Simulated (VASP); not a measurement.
Set up this calculation in VASP 6.6.1, as the native input.

```
Task                   : single point
Functional             : PBEsol
Potentials or basis    : VASP PAW PBE potentials, release 64 (Ta_pv, N)
Cutoff                 : 520 eV
k mesh                 : 18 × 18 × 16
Occupations            : gaussian, width 0.15 eV
Spin                   : no spin polarisation
Dipole correction      : no
Further INCAR settings : ALGO = Normal; EDIFF = 1e-06; NBANDS = 15
```

The structure of TaN lies in POSCAR:

```
TaN
1.0
    2.9379988584      0.0661049743      0.0000000000
   -1.4117508421      2.5113291605      0.0000000000
    0.0000000000      0.0000000000      2.8830000000
Ta N
1 1
Direct
    0.3333333333      0.6666666667      0.5000000000
    0.0000000000      0.0000000000      0.0000000000
```

This cell differs from its parent crystal: strain +0.0450 x Voigt [0, 0, 0, 0, 0, 1].

One way to write it, as run:

INCAR

```
ALGO     = Normal         # electronic algorithm
EDIFF    = 1E-6           # SCF threshold, eV
ENCUT    = 520            # plane-wave cutoff, eV
GGA      = PS             # functional
ISIF     = 2              # what is computed and relaxed
ISMEAR   = 0              # smearing method
LASPH    = True           # aspherical terms in the spheres
LCHARG   = False          # write CHGCAR
LREAL    = False          # projectors in reciprocal space
LWAVE    = False          # write WAVECAR
NBANDS   = 15             # bands
NELM     = 60             # most SCF steps
PREC     = Accurate       # precision mode
SIGMA    = 0.15           # smearing width, eV
```

KPOINTS

```
k-points
0
Gamma
  18 18 16
```

Potentials or basis: VASP PAW PBE potentials, release 64 (Ta_pv, N).

Command:

```sh
$ cat potpaw_PBE.64/Ta_pv/POTCAR potpaw_PBE.64/N/POTCAR > POTCAR
$ mpirun -np 1 vasp_std > vasp.out
```

It gave:

| Property | Result |
| --- | --- |
| Pressure | -3.5 GPa |
| Largest force | 0.082 eV/Å |
| Band gap on the k mesh | zero (bands 8 and 9 overlap by 0.16 eV) |

Caveat: the cell differs from its parent crystal (strain +0.0450 x Voigt [0, 0, 0, 0, 0, 1]); the cell stands under tension; the PAW data sets were made with another functional, which shifts forces and pressure a little; spin-orbit coupling is left out, which moves the levels of the heavy elements.

Run time: 3.4 min on 1 thread of AMD EPYC 9R45 96-Core Processor (Zen 5), on a shared host, peak memory 0.52 GiB.
